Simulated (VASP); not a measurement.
# Ga (P6_3/mmc) in VASP: relaxation of cell and atoms with PBE

Aim: the relaxation of cell and atoms of Ga with PBE.

Program: VASP 6.6.1. These are calculated values, not measurements. Logs are shortened: lines on timing, memory, paths and dates and some standing lists are left out, and cuts for length are marked.

## Step 1: The cell of the first run

It takes space group P6_3/mmc (No. 194, hexagonal). Conventional cell: a = 3.021 Å, b = 3.021 Å, c = 4.802 Å, α = 90.00°, β = 90.00°, γ = 120.00°. Ga (site symmetry -6m2) has 12 Ga at 2.97 to 3.02 Å within 3.9 Å.

This isn't the form of Ga at room conditions, which is orthorhombic.

## Step 2: Relaxation of cell and atoms, PBE

File INCAR:

```
  PREC = Accurate
  ENCUT = 600
  EDIFF = 1E-6
  ISMEAR = 0
  SIGMA = 0.1
  LREAL = False
  LASPH = True
  NELM = 60
  ALGO = Fast
  ISIF = 3
  LWAVE = False
  LCHARG = False
  GGA = PE
  IBRION = 2
  NSW = 80
  EDIFFG = -0.01
```

File KPOINTS:

```
regular mesh
0
Gamma
  18 18 10
```

File POSCAR:

```
Ga
1.0
    3.0208308157      0.0000000000      0.0000000000
   -1.5104154079      2.6161162270      0.0000000000
    0.0000000000      0.0000000000      4.8020138742
Ga
2
Direct
    0.3333333333      0.6666666667      0.2500000000
    0.6666666667      0.3333333333      0.7500000000
```

Potentials or basis: VASP PAW PBE potentials, release 64 (Ga_d).

Command:

```
cat potpaw_PBE.64/Ga_d/POTCAR > POTCAR
mpirun -np 1 vasp_std > vasp.out
```

OUTCAR:

```text
PREC = Accurate
   ENCUT = 600
   EDIFF = 1E-6
   ISMEAR = 0
   LREAL = False
   LASPH = True
   NELM = 60
   ISIF = 3
   GGA = PE
   IBRION = 2
   NSW = 80
   EDIFFG = -0.01

 ion  position               nearest neighbor table
   1  0.333  0.667  0.250-
   2  0.667  0.333  0.750-

  LATTYP: Found a hexagonal cell.
 ALAT       =     3.0208308157
 C/A-ratio  =     1.5896335039

  Lattice vectors:

 A1 = (   3.0208308157,   0.0000000000,   0.0000000000)
 A2 = (  -1.5104154079,   2.6161162270,   0.0000000000)
 A3 = (   0.0000000000,   0.0000000000,   4.8020138742)

Analysis of symmetry for initial positions (statically):
=====================================================================
 Subroutine PRICEL returns:
 Original cell was already a primitive cell.

 Routine SETGRP: Setting up the symmetry group for a
 hexagonal supercell.

 Subroutine GETGRP returns: Found 24 space group operations
 (whereof 12 operations were pure point group operations)
 out of a pool of 24 trial point group operations.

The static configuration has the point symmetry D_3d.
 The point group associated with its full space group is D_6h.

Analysis of symmetry for dynamics (positions and initial velocities):
=====================================================================
 Subroutine PRICEL returns:
 Original cell was already a primitive cell.

 Routine SETGRP: Setting up the symmetry group for a
 hexagonal supercell.

 Subroutine GETGRP returns: Found 24 space group operations
 (whereof 12 operations were pure point group operations)
 out of a pool of 24 trial point group operations.

The dynamic configuration has the point symmetry D_3d.
 The point group associated with its full space group is D_6h.

 Subroutine INISYM returns: Found 24 space group operations
 (whereof 12 operations are pure point group operations),
 and found     1 'primitive' translations

----------------------------------------------------------------------------------------

                                     Primitive cell

  volume of cell :      37.9496

  direct lattice vectors                    reciprocal lattice vectors
     3.020830816  0.000000000  0.000000000     0.331034759  0.191123007  0.000000000
    -1.510415408  2.616116227  0.000000000     0.000000000  0.382246014  0.000000000
     0.000000000  0.000000000  4.802013874     0.000000000  0.000000000  0.208245962

  length of vectors
     3.020830816  3.020830816  4.802013874     0.382246014  0.382246014  0.208245962

  position of ions in fractional coordinates (direct lattice)
     0.333333333  0.666666667  0.250000000
     0.666666667  0.333333333  0.750000000

  ion indices of the primitive-cell ions
   primitive index   ion index
                 1           1
                 2           2

----------------------------------------------------------------------------------------

 KPOINTS: regular mesh

Automatic generation of k-mesh.
 Grid dimensions read from file:
 generate k-points for:   18   18   10

 Generating k-lattice:

  Cartesian coordinates                     Fractional coordinates (reciprocal lattice)
     0.018390820  0.010617945  0.000000000     0.055555556  0.000000000  0.000000000
     0.000000000  0.021235890  0.000000000     0.000000000  0.055555556  0.000000000
     0.000000000  0.000000000  0.020824596     0.000000000  0.000000000  0.100000000

  Length of vectors
     0.021235890  0.021235890  0.020824596

  Shift w.r.t. Gamma in fractional coordinates (k-lattice)
     0.000000000  0.000000000  0.000000000

 Subroutine IBZKPT returns following result:
 ===========================================

 Found    222 irreducible k-points:

 Following reciprocal coordinates:
            Coordinates               Weight
  0.000000  0.000000  0.000000      1.000000
  0.055556 -0.000000  0.000000      6.000000
  0.111111 -0.000000  0.000000      6.000000
  0.166667 -0.000000  0.000000      6.000000
  0.222222  0.000000  0.000000      6.000000
  0.277778 -0.000000  0.000000      6.000000
[... 16 lines left out ...]
  0.333333  0.111111  0.000000     12.000000
  0.388889  0.111111  0.000000     12.000000
 [... further k-points ...]
   k-points           NKPTS =    222   k-points in BZ     NKDIM =    222   number of bands    NBANDS=     17
   number of dos      NEDOS =    301   number of ions     NIONS =      2
   total plane-waves  NPLWV =  23040
   dimension x,y,z NGX =    24 NGY =   24 NGZ =   40
   dimension x,y,z NGXF=    48 NGYF=   48 NGZF=   80
   ions per type =               2
   NGX,Y,Z   is equivalent  to a cutoff of  13.21, 13.21, 13.85 a.u.
   NGXF,Y,Z  is equivalent  to a cutoff of  26.42, 26.42, 27.70 a.u.
 SYSTEM =  unknown system
   PREC   = accura    normal or accurate (medium, high low for compatibility)
   ISTART =      0    job   : 0-new  1-cont  2-samecut
   ICHARG =      2    charge: 1-file 2-atom 10-const
   ISPIN  =      1    spin polarized calculation?
   LNONCOLLINEAR =      F non collinear calculations
   LSORBIT =      F    spin-orbit coupling
   LASPH  =      T    aspherical Exc in radial PAW
   ENCUT  =  600.0 eV  44.10 Ry    6.64 a.u.   6.03  6.03  9.59*2*pi/ulx,y,z
   NELM   =     60;   NELMIN=  2; NELMDL= -5     # of ELM steps
   EDIFF  = 0.1E-05   stopping-criterion for ELM
   LREAL  =      F    real-space projection
   EDIFFG = -.1E-01   stopping-criterion for IOM
   NSW    =     80    number of steps for IOM
   IBRION =      2    ionic relax: 0-MD 1-quasi-New 2-CG
   NFREE  =      1    steps in history (QN), initial steepest desc. (CG)
   ISIF   =      3    stress and relaxation
   ISYM   =      2    0-nonsym 1-usesym 2-fastsym
   POTIM  = 0.5000    time-step for ionic-motion
   TEBEG  =    0.0;   TEEND  =   0.0 temperature during run
   PSTRESS=    0.0 pullay stress
   NELECT =      26.0000    total number of electrons
   NUPDOWN=      -1.0000    fix difference up-down
   EMIN   =  10.00;   EMAX   =-10.00  energy-range for DOS
   EFERMI =   0.00;   METHOD = LEGACY
   ISMEAR =     0;   SIGMA  =   0.10  broadening in eV -4-tet -1-fermi 0-gaus
   EFERMI_NEDOS =   21; number of points for ismear=-14 and -15
   IALGO  =     68    algorithm
   IMIX   =      4    mixing-type and parameters
     AMIX     =   0.40;   BMIX     =  1.00
     AMIX_MAG =   1.60;   BMIX_MAG =  1.00
  volume/ion in A,a.u.               =      18.97       128.05
  Fermi-wavevector in a.u.,A,eV,Ry     =   1.443213  2.727276 28.339069  2.082863
  Thomas-Fermi vector in A             =   2.561646
   LORBIT       =      0    0 simple, 1 ext, 2 COOP (PROOUT), +10 PAW based schemes
   GGA     = PE    functional components
   LHFCALC =     F    Hartree Fock is set to
   AEXX    =    0.0000 exact exchange contribution
   IVDW    =     0    specifies the selected vdW correction
   LEPSILON=     F    determine dielectric tensor
   LRPA    =     F    only Hartree local field effects (RPA)
 conjugate gradient relaxation of ions
 non-spin polarized calculation
 RMM-DIIS sequential band-by-band and
 Gauss-broadening in eV      SIGMA  =   0.10
  energy-cutoff  :      600.00
  volume of cell :       37.95
 maximum number of plane-waves:      1296
   NGX = 13   NGY = 13   NGZ = 19

--------------------------------------- Ionic step        1  -------------------------------------------

 number of electron      25.9999998 magnetization

 Free energy of the ion-electron system (eV)
  ---------------------------------------------------
  ext. energy  EPLUGINS =         0.00000000
  ---------------------------------------------------
  free energy    TOTEN  =        -5.75646467 eV

  energy without entropy =       -5.75188207  energy(sigma->0) =       -5.75417337

------------------------ aborting loop because EDIFF is reached ----------------------------------------

  FORCE on cell =-STRESS in cart. coord.  units (eV):
  Direction    XX          YY          ZZ          XY          YZ          ZX
  --------------------------------------------------------------------------------------
  -------------------------------------------------------------------------------------
  Total        0.0300186      0.0300186      0.1047266     -0.0000000      0.0000000     -0.0000000
  in kB        1.2673434      1.2673434      4.4214093     -0.0000000      0.0000000     -0.0000000
  external PRESSURE =       2.3186987 kB  Pullay stress =       0.0000000 kB
[... 89 lines left out ...]
  FREE ENERGIE OF THE ION-ELECTRON SYSTEM (eV)
  ---------------------------------------------------
  free  energy   TOTEN  =        -5.7565076989 eV

  energy  without entropy=       -5.7515094590  energy(sigma->0) =       -5.75400858

[... ionic steps 4 to 14 ...]

--------------------------------------- Ionic step       15  -------------------------------------------

 number of electron      25.9999999 magnetization

------------------------ aborting loop because EDIFF is reached ----------------------------------------

  FORCE on cell =-STRESS in cart. coord.  units (eV):
  Direction    XX          YY          ZZ          XY          YZ          ZX
  --------------------------------------------------------------------------------------
  -------------------------------------------------------------------------------------
  Total        0.0122444      0.0122444      0.0234785     -0.0000000     -0.0000000      0.0000000
  in kB        0.5144013      0.5144013      0.9863625     -0.0000000     -0.0000000      0.0000000
  external PRESSURE =       0.6717217 kB  Pullay stress =       0.0000000 kB
[... 57 lines left out ...]
  energy  without entropy=       -5.7520590643  energy(sigma->0) =       -5.75458759

--------------------------------------- Ionic step       17  -------------------------------------------

 number of electron      25.9999999 magnetization

 Free energy of the ion-electron system (eV)
  ---------------------------------------------------
  ext. energy  EPLUGINS =         0.00000000
  ---------------------------------------------------
  free energy    TOTEN  =        -5.75713619 eV

  energy without entropy =       -5.75207736  energy(sigma->0) =       -5.75460678

 E-fermi :   5.4944     XC(G=0): -10.9681

 val. band max:        5.4874301685   @ k =   0.2778   0.1111   0.1000
 cond. band min:       5.5075681327   @ k =   0.3333   0.0556   0.5000
 fundamental gap:      0.0201379641
 Fermi energy:         5.4943691345

 k-point     1 :       0.0000    0.0000    0.0000
  band No.  band energies     occupation
      1      -9.4987      2.00000
      2      -9.4212      2.00000
      3      -9.4100      2.00000
      4      -9.4100      2.00000
      5      -9.3877      2.00000
      6      -9.3877      2.00000
[... 9 lines left out ...]
     16      16.8686      0.00000
     17      16.8686      0.00000
[... 443 lines left out ...]
      1      -9.5434      2.00000
      2      -9.5037      2.00000
      3      -9.4379      2.00000
      4      -9.4194      2.00000
      5      -9.3402      2.00000
      6      -9.3329      2.00000
[... 9 lines left out ...]
     16       8.3924      0.00000
     17       9.3917      0.00000

 [... further k-points ...]

------------------------ aborting loop because EDIFF is reached ----------------------------------------

  FORCE on cell =-STRESS in cart. coord.  units (eV):
  Direction    XX          YY          ZZ          XY          YZ          ZX
  --------------------------------------------------------------------------------------
  -------------------------------------------------------------------------------------
  Total       -0.0164439     -0.0164439     -0.0107829      0.0000000      0.0000000     -0.0000000
  in kB       -0.6908932     -0.6908932     -0.4530473      0.0000000      0.0000000     -0.0000000
  external PRESSURE =      -0.6116112 kB  Pullay stress =       0.0000000 kB
[... 17 lines left out ...]
  FREE ENERGIE OF THE ION-ELECTRON SYSTEM (eV)
  ---------------------------------------------------
  free  energy   TOTEN  =        -5.7571361945 eV

  energy  without entropy=       -5.7520773560  energy(sigma->0) =       -5.75460678

 reached required accuracy - stopping structural energy minimisation
```

Run time: 7 min. Hardware: 1 thread of Intel Xeon Platinum 8559C (Emerald Rapids), shared host; peak memory 0.28 GiB.

Results:

```yaml
Free_energy: -5.7571 eV
Relaxed_volume: 19.07 Å³/atom
Relaxed_cell: a = 3.010 Å, b = 3.010 Å, c = 4.860 Å, α = 90.00°, β = 90.00°, γ = 120.00°
Space_group_after_relaxing_to_0.1_Å: P6_3/mmc (No. 194)
Energy_gained_by_relaxing: 0.3 meV/atom
Ionic_steps: 17
Pressure_after_relaxing: -0.1 GPa
Band_gap_on_the_k_mesh: zero (bands 13 and 14 overlap by 7.50 eV)
```

The path:
```csv
step,energy change (eV),largest force (eV/Å),pressure (GPa),volume (Å³)
1,0.0000,0.0000,0.23,37.95
2,-0.0003,0.0000,0.19,38.10
3,0.0000,0.0000,-0.40,38.56
4,-0.0004,0.0000,-0.09,38.30
5,-0.0004,0.0000,-0.11,38.28
6,-0.0004,0.0000,0.00,38.19
7,-0.0004,0.0000,-0.17,38.26
8,-0.0004,0.0000,0.03,38.22
9,-0.0004,0.0000,-0.11,38.24
10,-0.0004,0.0000,-0.03,38.23
11,-0.0005,0.0000,0.05,38.22
12,-0.0006,0.0000,0.00,38.17
13,-0.0006,0.0000,0.15,38.09
14,-0.0007,0.0000,0.08,38.14
15,-0.0007,0.0000,0.07,38.14
16,-0.0007,0.0000,0.28,38.11
17,-0.0007,0.0000,-0.06,38.13
```

Final structure:
```cif
data_structure
_symmetry_space_group_name_H-M 'P 1'
_symmetry_Int_Tables_number 1
_cell_length_a 3.0100
_cell_length_b 3.0100
_cell_length_c 4.8602
_cell_angle_alpha 90.000
_cell_angle_beta 90.000
_cell_angle_gamma 120.000
_cell_volume 38.13
loop_
_atom_site_label
_atom_site_type_symbol
_atom_site_fract_x
_atom_site_fract_y
_atom_site_fract_z
_atom_site_occupancy
Ga1 Ga 0.33333 0.66667 0.25000 1
Ga2 Ga 0.66667 0.33333 0.75000 1
```

The gap in the log of VASP goes by the Fermi energy; the results here count the filled bands.